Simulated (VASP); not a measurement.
# IrO2 (P4_2/mnm) in VASP: further runs

Runs on IrO2. Level: PBEsol. Tasks: single point, relaxation of cell and atoms.

Program: VASP 6.6.1. These are calculated values, not measurements. Logs are shortened: lines on timing, memory, paths and dates and some standing lists are left out, and cuts for length are marked.

## Step 1: The cell of the first run

It takes space group P4_2/mnm (No. 136, tetragonal). The conventional cell has a = 4.472 Å, b = 4.472 Å, c = 3.154 Å, α = 90.00°, β = 90.00°, γ = 90.00°. Within 2.6 Å of Ir (site symmetry mmm) lie 6 O at 1.95 to 1.99 Å. Within 2.6 Å of O (site symmetry m2m) lie 3 Ir at 1.95 to 1.99 Å and 1 O at 2.42 Å.

## Step 2: Single point, PBEsol

INCAR

```
SYSTEM = IrO2
ALGO     = Normal         ! electronic algorithm
EDIFF    = 1E-6           ! SCF threshold, eV
ENCUT    = 600            ! plane-wave cutoff, eV
GGA      = PS             ! functional
GGA_COMPAT= .FALSE.      
ISIF     = 2              ! what is computed and relaxed
ISMEAR   = 0              ! smearing method
LASPH    = .TRUE.         ! aspherical terms in the spheres
LCHARG   = .FALSE.        ! write CHGCAR
LREAL    = .FALSE.        ! projectors in reciprocal space
LWAVE    = .FALSE.        ! write WAVECAR
NBANDS   = 30             ! bands
NELM     = 120            ! most SCF steps
PREC     = Accurate       ! precision mode
SIGMA    = 0.1            ! smearing width, eV
```

KPOINTS

```
k-points
0
G
  8 8 12
  0 0 0
```

POSCAR

```
IrO2
1.0
    4.4715486937      0.0000000000      0.0000000000
    0.0000000000      4.4715486937      0.0000000000
    0.0000000000      0.0000000000      3.1535442816
Ir O
2 4
Direct
    0.5000000000      0.5000000000      0.5000000000
    0.0000000000      0.0000000000      0.0000000000
    0.6912179779      0.6912179779      0.0000000000
    0.8087820221      0.1912179779      0.5000000000
    0.3087820221      0.3087820221      0.0000000000
    0.1912179779      0.8087820221      0.5000000000
```

Potentials or basis: VASP PAW PBE potentials, release 64 (Ir, O).

The run is started by

```
cat potpaw_PBE.64/Ir/POTCAR potpaw_PBE.64/O/POTCAR > POTCAR
mpirun -np 1 vasp_std > vasp.out
```

OUTCAR:

```text
SYSTEM = IrO2
   EDIFF = 1E-6
   ENCUT = 600
   GGA = PS
   ISIF = 2
   ISMEAR = 0
   LASPH = .TRUE.
   LREAL = .FALSE.
   NELM = 120
   PREC = Accurate

 ion  position               nearest neighbor table
   1  0.500  0.500  0.500-   4 1.95   6 1.95   5 1.99   3 1.99   3 1.99   5 1.99
   2  0.000  0.000  0.000-   3 1.95   5 1.95   4 1.99   6 1.99   4 1.99   6 1.99
   3  0.691  0.691  0.000-   2 1.95   1 1.99   1 1.99
   4  0.809  0.191  0.500-   1 1.95   2 1.99   2 1.99
   5  0.309  0.309  0.000-   2 1.95   1 1.99   1 1.99
   6  0.191  0.809  0.500-   1 1.95   2 1.99   2 1.99

  LATTYP: Found a simple tetragonal cell.
 ALAT       =     4.4715486937
 C/A-ratio  =     0.7052465483

  Lattice vectors:

 A1 = (   4.4715486937,   0.0000000000,   0.0000000000)
 A2 = (   0.0000000000,   4.4715486937,   0.0000000000)
 A3 = (   0.0000000000,   0.0000000000,   3.1535442816)

Analysis of symmetry for initial positions (statically):
=====================================================================
 Subroutine PRICEL returns:
 Original cell was already a primitive cell.

 Routine SETGRP: Setting up the symmetry group for a
 simple tetragonal supercell.

 Subroutine GETGRP returns: Found 16 space group operations
 (whereof  8 operations were pure point group operations)
 out of a pool of 16 trial point group operations.

The static configuration has the point symmetry D_2h.
 The point group associated with its full space group is D_4h.

Analysis of symmetry for dynamics (positions and initial velocities):
=====================================================================
 Subroutine PRICEL returns:
 Original cell was already a primitive cell.

 Routine SETGRP: Setting up the symmetry group for a
 simple tetragonal supercell.

 Subroutine GETGRP returns: Found 16 space group operations
 (whereof  8 operations were pure point group operations)
 out of a pool of 16 trial point group operations.

The dynamic configuration has the point symmetry D_2h.
 The point group associated with its full space group is D_4h.

 Subroutine INISYM returns: Found 16 space group operations
 (whereof  8 operations are pure point group operations),
 and found     1 'primitive' translations

----------------------------------------------------------------------------------------

                                     Primitive cell

  volume of cell :      63.0543

  direct lattice vectors                    reciprocal lattice vectors
     4.471548694  0.000000000  0.000000000     0.223636165  0.000000000  0.000000000
     0.000000000  4.471548694  0.000000000     0.000000000  0.223636165  0.000000000
     0.000000000  0.000000000  3.153544282     0.000000000  0.000000000  0.317103522

  length of vectors
     4.471548694  4.471548694  3.153544282     0.223636165  0.223636165  0.317103522

  position of ions in fractional coordinates (direct lattice)
     0.500000000  0.500000000  0.500000000
     0.000000000  0.000000000  0.000000000
     0.691217978  0.691217978  0.000000000
     0.808782022  0.191217978  0.500000000
     0.308782022  0.308782022  0.000000000
     0.191217978  0.808782022  0.500000000

  ion indices of the primitive-cell ions
   primitive index   ion index
                 1           1
                 2           2
                 3           3
                 4           4
                 5           5
                 6           6

----------------------------------------------------------------------------------------

 KPOINTS: k-points

Automatic generation of k-mesh.
 Grid dimensions read from file:
 generate k-points for:    8    8   12

 Generating k-lattice:

  Cartesian coordinates                     Fractional coordinates (reciprocal lattice)
     0.027954521  0.000000000  0.000000000     0.125000000  0.000000000  0.000000000
     0.000000000  0.027954521  0.000000000     0.000000000  0.125000000  0.000000000
     0.000000000  0.000000000  0.026425294     0.000000000  0.000000000  0.083333333

  Length of vectors
     0.027954521  0.027954521  0.026425294

  Shift w.r.t. Gamma in fractional coordinates (k-lattice)
     0.000000000  0.000000000  0.000000000

 Subroutine IBZKPT returns following result:
 ===========================================

 Found    105 irreducible k-points:

 Following reciprocal coordinates:
            Coordinates               Weight
  0.000000  0.000000  0.000000      1.000000
  0.125000  0.000000  0.000000      4.000000
  0.250000  0.000000  0.000000      4.000000
  0.375000  0.000000  0.000000      4.000000
  0.500000  0.000000  0.000000      2.000000
  0.125000  0.125000  0.000000      4.000000
[... 16 lines left out ...]
  0.375000  0.125000  0.083333     16.000000
  0.500000  0.125000  0.083333      8.000000
 [... further k-points ...]
   k-points           NKPTS =    105   k-points in BZ     NKDIM =    105   number of bands    NBANDS=     30
   number of dos      NEDOS =    301   number of ions     NIONS =      6
   total plane-waves  NPLWV =  36288
   dimension x,y,z NGX =    36 NGY =   36 NGZ =   28
   dimension x,y,z NGXF=    72 NGYF=   72 NGZF=   56
   ions per type =               2   4
   NGX,Y,Z   is equivalent  to a cutoff of  13.38, 13.38, 14.76 a.u.
   NGXF,Y,Z  is equivalent  to a cutoff of  26.77, 26.77, 29.52 a.u.
 SYSTEM =  IrO2
   PREC   = accura    normal or accurate (medium, high low for compatibility)
   ISTART =      0    job   : 0-new  1-cont  2-samecut
   ICHARG =      2    charge: 1-file 2-atom 10-const
   ISPIN  =      1    spin polarized calculation?
   LNONCOLLINEAR =      F non collinear calculations
   LSORBIT =      F    spin-orbit coupling
   LASPH  =      T    aspherical Exc in radial PAW
   ENCUT  =  600.0 eV  44.10 Ry    6.64 a.u.   8.93  8.93  6.30*2*pi/ulx,y,z
   NELM   =    120;   NELMIN=  2; NELMDL= -5     # of ELM steps
   EDIFF  = 0.1E-05   stopping-criterion for ELM
   LREAL  =      F    real-space projection
[... 7 lines left out ...]
   TEBEG  =    0.0;   TEEND  =   0.0 temperature during run
   PSTRESS=    0.0 pullay stress
   NELECT =      42.0000    total number of electrons
   NUPDOWN=      -1.0000    fix difference up-down
   EMIN   =  10.00;   EMAX   =-10.00  energy-range for DOS
   EFERMI =   0.00;   METHOD = LEGACY
   ISMEAR =     0;   SIGMA  =   0.10  broadening in eV -4-tet -1-fermi 0-gaus
   EFERMI_NEDOS =   21; number of points for ismear=-14 and -15
   IALGO  =     38    algorithm
   IMIX   =      4    mixing-type and parameters
     AMIX     =   0.40;   BMIX     =  1.00
     AMIX_MAG =   1.60;   BMIX_MAG =  1.00
  volume/ion in A,a.u.               =      10.51        70.92
  Fermi-wavevector in a.u.,A,eV,Ry     =   1.429727  2.701791 27.811913  2.044118
  Thomas-Fermi vector in A             =   2.549649
   LORBIT       =      0    0 simple, 1 ext, 2 COOP (PROOUT), +10 PAW based schemes
   GGA     = PS    functional components
   LHFCALC =     F    Hartree Fock is set to
   AEXX    =    0.0000 exact exchange contribution
   IVDW    =     0    specifies the selected vdW correction
   LEPSILON=     F    determine dielectric tensor
   LRPA    =     F    only Hartree local field effects (RPA)
 non-spin polarized calculation
 Gauss-broadening in eV      SIGMA  =   0.10
  energy-cutoff  :      600.00
  volume of cell :       63.05
 maximum number of plane-waves:      2144
 NGX is ok and might be reduce to    36
   NGX = 17   NGY = 17   NGZ = 13

 number of electron      41.9999991 magnetization

 Free energy of the ion-electron system (eV)
  ---------------------------------------------------
  ext. energy  EPLUGINS =         0.00000000
  ---------------------------------------------------
  free energy    TOTEN  =       -45.56654766 eV

  energy without entropy =      -45.55443520  energy(sigma->0) =      -45.56049143

 E-fermi :   6.3034     XC(G=0): -12.3580

 val. band max:        6.2979569899   @ k =   0.3750   0.3750   0.1667
 cond. band min:       6.3141027438   @ k =   0.2500   0.0000   0.3333
 fundamental gap:      0.0161457539
 Fermi energy:         6.3034071314

 k-point     1 :       0.0000    0.0000    0.0000
  band No.  band energies     occupation
      1     -15.0681      2.00000
      2     -13.8114      2.00000
      3     -12.6537      2.00000
      4     -12.6537      2.00000
      5      -3.7979      2.00000
      6      -3.5590      2.00000
[... 22 lines left out ...]
     29      14.6417      0.00000
     30      18.2333      0.00000

 k-point     2 :       0.1250    0.0000    0.0000
  band No.  band energies     occupation
      1     -15.0042      2.00000
      2     -13.8026      2.00000
      3     -12.7422      2.00000
      4     -12.6945      2.00000
      5      -3.6321      2.00000
      6      -3.4335      2.00000
[... 22 lines left out ...]
     29      14.7126      0.00000
     30      18.0982      0.00000

 k-point     3 :       0.2500    0.0000    0.0000
  band No.  band energies     occupation
      1     -14.8193      2.00000
      2     -13.8034      2.00000
      3     -12.9490      2.00000
      4     -12.8039      2.00000
      5      -3.1874      2.00000
      6      -3.0833      2.00000
[... 22 lines left out ...]
     29      14.9685      0.00000
     30      17.6825      0.00000

 k-point     4 :       0.3750    0.0000    0.0000
  band No.  band energies     occupation
      1     -14.5358      2.00000
      2     -13.9167      2.00000
      3     -13.1018      2.00000
      4     -12.9479      2.00000
      5      -2.6255      2.00000
      6      -2.6067      2.00000
[... 22 lines left out ...]
     29      15.4715      0.00000
     30      17.0010      0.00000

 k-point     5 :       0.5000    0.0000    0.0000
  band No.  band energies     occupation
      1     -14.2014      2.00000
      2     -14.2014      2.00000
      3     -13.0752      2.00000
      4     -13.0752      2.00000
      5      -2.3144      2.00000
      6      -2.3144      2.00000
[... 22 lines left out ...]
     29      16.1965      0.00000
     30      16.1965      0.00000
[... 526 lines left out ...]
     29      15.0806      0.00000
     30      17.9305      0.00000

 k-point    22 :       0.2500    0.1250    0.0833
  band No.  band energies     occupation
      1     -14.7162      2.00000
      2     -13.7672      2.00000
      3     -13.0730      2.00000
      4     -12.7882      2.00000
      5      -3.4513      2.00000
      6      -2.5296      2.00000
[... 22 lines left out ...]
     29      15.2535      0.00000
     30      17.5705      0.00000

 k-point    23 :       0.3750    0.1250    0.0833
  band No.  band energies     occupation
      1     -14.4661      2.00000
      2     -13.9003      2.00000
      3     -13.1455      2.00000
      4     -12.9226      2.00000
      5      -3.0678      2.00000
      6      -2.1982      2.00000
[... 22 lines left out ...]
     29      15.6833      0.00000
     30      17.0113      0.00000

 k-point    24 :       0.5000    0.1250    0.0833
  band No.  band energies     occupation
      1     -14.1693      2.00000
      2     -14.1693      2.00000
      3     -13.0663      2.00000
      4     -13.0663      2.00000
      5      -2.5493      2.00000
      6      -2.5493      2.00000
[... 22 lines left out ...]
     29      16.3253      0.00000
     30      16.3253      0.00000

 [... further k-points ...]

------------------------ aborting loop because EDIFF is reached ----------------------------------------

  FORCE on cell =-STRESS in cart. coord.  units (eV):
  Direction    XX          YY          ZZ          XY          YZ          ZX
  --------------------------------------------------------------------------------------
  -------------------------------------------------------------------------------------
  Total        0.9580605      0.9580605      1.3816135      0.0000000      0.0000000      0.0000000
  in kB       24.3438152     24.3438152     35.1060759      0.0000000      0.0000000      0.0000000
  external PRESSURE =      27.9312354 kB  Pullay stress =       0.0000000 kB

 VOLUME and BASIS-vectors are now :
 -----------------------------------------------------------------------------
  energy-cutoff  :      600.00
  volume of cell :       63.05
      direct lattice vectors                 reciprocal lattice vectors
     4.471548694  0.000000000  0.000000000     0.223636165  0.000000000  0.000000000
     0.000000000  4.471548694  0.000000000     0.000000000  0.223636165  0.000000000
     0.000000000  0.000000000  3.153544282     0.000000000  0.000000000  0.317103522

 POSITION                                       TOTAL-FORCE (eV/Angst)
 -----------------------------------------------------------------------------------
      2.23577      2.23577      1.57677         0.000000      0.000000      0.000000
      0.00000      0.00000      0.00000         0.000000      0.000000      0.000000
      3.09081      3.09081      0.00000         0.003711      0.003711      0.000000
      3.61651      0.85504      1.57677        -0.003711      0.003711      0.000000
      1.38073      1.38073      0.00000        -0.003711     -0.003711     -0.000000
      0.85504      3.61651      1.57677         0.003711     -0.003711     -0.000000
 -----------------------------------------------------------------------------------
    total drift:                                0.000000      0.000000     -0.000000

  FREE ENERGIE OF THE ION-ELECTRON SYSTEM (eV)
  ---------------------------------------------------
  free  energy   TOTEN  =       -45.5665476648 eV

  energy  without entropy=      -45.5544352045  energy(sigma->0) =      -45.56049143
```

It took 1.9 min on 1 thread of Intel Xeon Platinum 8488C (Sapphire Rapids), shared host; peak memory 0.32 GiB.

What came out:

| Property | Result |
| --- | --- |
| Free energy | -45.5665 eV |
| Pressure | 2.8 GPa |
| Largest force | 0.005 eV/Å |
| Band gap on the k mesh | zero (band 21 reaches 6.86 eV, above the bottom of band 22 at 5.46 eV) |

Forces in eV/Å, atoms in the order of the input:
```
Ir   0.000  0.000  0.000
Ir   0.000  0.000  0.000
O    0.004  0.004  0.000
O   -0.004  0.004  0.000
O   -0.004 -0.004  0.000
O    0.004 -0.004  0.000
```

Levels at points of the mesh, in eV from the Fermi level:
```tsv
k point	band 18	band 19	band 20	band 21	band 22	band 23	band 24	band 25
(0.00, 0.00, 0.00)	-2.51	-2.42	-2.36	-2.26	0.78	1.29	4.19	4.23
(0.50, 0.00, 0.00)	-1.67	-1.34	-1.34	-0.31	-0.31	3.61	3.61	3.69
(0.50, 0.50, 0.00)	-2.56	-2.47	-2.47	0.21	0.21	2.56	2.56	4.22
(0.00, 0.00, 0.50)	-1.98	-0.70	-0.70	0.28	0.28	2.29	2.29	2.80
(0.50, 0.00, 0.50)	-2.86	-1.84	-1.84	0.56	0.56	1.15	1.15	4.62
(0.50, 0.50, 0.50)	-1.88	-1.27	-1.27	-0.51	-0.51	2.24	2.24	3.26
```

Caveat: the PAW data sets were made with another functional, which shifts forces and pressure a little; spin-orbit coupling is left out, which moves the levels of the heavy elements.

## Step 3: Relaxation of cell and atoms, PBEsol

This run uses another cell than the first one, of 10.75 Å³/atom, 1.023 times its volume.

INCAR

```
PREC = Accurate ; ENCUT = 600
EDIFF = 1E-7 ; ISMEAR = 0
SIGMA = 0.1 ; LREAL = F
LASPH = T ; NELM = 120
ALGO = Normal ; ISIF = 3
LWAVE = F ; LCHARG = F
GGA = PS ; IBRION = 2
NSW = 100 ; EDIFFG = -0.005
GGA_COMPAT = F ; NELMIN = 4
```

KPOINTS

```
regular mesh
0
Gamma
  8 8 12
```

POSCAR

```
IrO2
1.0
    4.5053138700      0.0000000000      0.0000000000
    0.0000000000      4.5053138700      0.0000000000
    0.0000000000      0.0000000000      3.1767062400
Ir O
2 4
Direct
    0.5000000000      0.5000000000      0.5000000000
    0.0000000000      0.0000000000      0.0000000000
    0.6913367000      0.6913367000      0.0000000000
    0.8086633000      0.1913367000      0.5000000000
    0.3086633000      0.3086633000      0.0000000000
    0.1913367000      0.8086633000      0.5000000000
```

Potentials or basis: VASP PAW PBE potentials, release 64 (Ir, O).

The run is started by

```
cat potpaw_PBE.64/Ir/POTCAR potpaw_PBE.64/O/POTCAR > POTCAR
mpirun -np 1 vasp_std > vasp.out
```

Wall time 9 min (1 thread of Intel Xeon Platinum 8488C (Sapphire Rapids), shared host); peak memory 0.33 GiB.

The run converged. Its results:

```
Free energy                            : -45.5751 eV
Relaxed volume                         : 10.60 Å³/atom
Relaxed cell                           : a = 4.484 Å, b = 4.484 Å, c = 3.164 Å, α = 90.00°, β = 90.00°, γ = 90.00°
Space group after relaxing (to 0.05 Å) : P4_2/mnm (No. 136)
Energy gained by relaxing              : 1.9 meV/atom
Ionic steps                            : 10
Pressure after relaxing                : 0.0 GPa
Band gap on the k mesh                 : zero (band 21 reaches 6.72 eV, above the bottom of band 22 at 5.34 eV)
```

The path:
| step | energy change (eV) | largest force (eV/Å) | pressure (GPa) | volume (Å³) |
| --- | --- | --- | --- | --- |
| 1 | 0.0000 | 0.0508 | -4.02 | 64.48 |
| 2 | 0.0362 | 0.1785 | 8.83 | 62.00 |
| 3 | -0.0109 | 0.0164 | -0.10 | 63.66 |
| 4 | -0.0109 | 0.0177 | -0.02 | 63.64 |
| 5 | -0.0110 | 0.0418 | 0.10 | 63.58 |
| 6 | -0.0111 | 0.0198 | 0.05 | 63.60 |
| 7 | -0.0111 | 0.0065 | -0.07 | 63.62 |
| 8 | -0.0111 | 0.0046 | -0.08 | 63.63 |
| 9 | -0.0111 | 0.0080 | 0.08 | 63.59 |
| 10 | -0.0111 | 0.0015 | 0.00 | 63.61 |

Final structure:
```cif
data_structure
_symmetry_space_group_name_H-M 'P 1'
_symmetry_Int_Tables_number 1
_cell_length_a 4.4838
_cell_length_b 4.4838
_cell_length_c 3.1640
_cell_angle_alpha 90.000
_cell_angle_beta 90.000
_cell_angle_gamma 90.000
_cell_volume 63.61
loop_
_atom_site_label
_atom_site_type_symbol
_atom_site_fract_x
_atom_site_fract_y
_atom_site_fract_z
_atom_site_occupancy
Ir1 Ir 0.50000 0.50000 0.50000 1
Ir2 Ir 0.00000 0.00000 0.00000 1
O1 O 0.69112 0.69112 0.00000 1
O2 O 0.80888 0.19112 0.50000 1
O3 O 0.30888 0.30888 0.00000 1
O4 O 0.19112 0.80888 0.50000 1
```

Levels at points of the mesh, in eV from the Fermi level:
```
           k point  band 19  band 20  band 21  band 22  band 23  band 24
(0.00, 0.00, 0.00)    -2.39    -2.33    -2.23     0.74     1.26     4.13
(0.50, 0.00, 0.00)    -1.33    -1.33    -0.31    -0.31     3.57     3.57
(0.50, 0.50, 0.00)    -2.45    -2.45     0.20     0.20     2.50     2.50
(0.00, 0.00, 0.50)    -0.69    -0.69     0.27     0.27     2.24     2.24
(0.50, 0.00, 0.50)    -1.82    -1.82     0.55     0.55     1.11     1.11
(0.50, 0.50, 0.50)    -1.25    -1.25    -0.50    -0.50     2.19     2.19
```

Caveat: the PAW data sets were made with another functional, which shifts forces and pressure a little; spin-orbit coupling is left out, which moves the levels of the heavy elements.
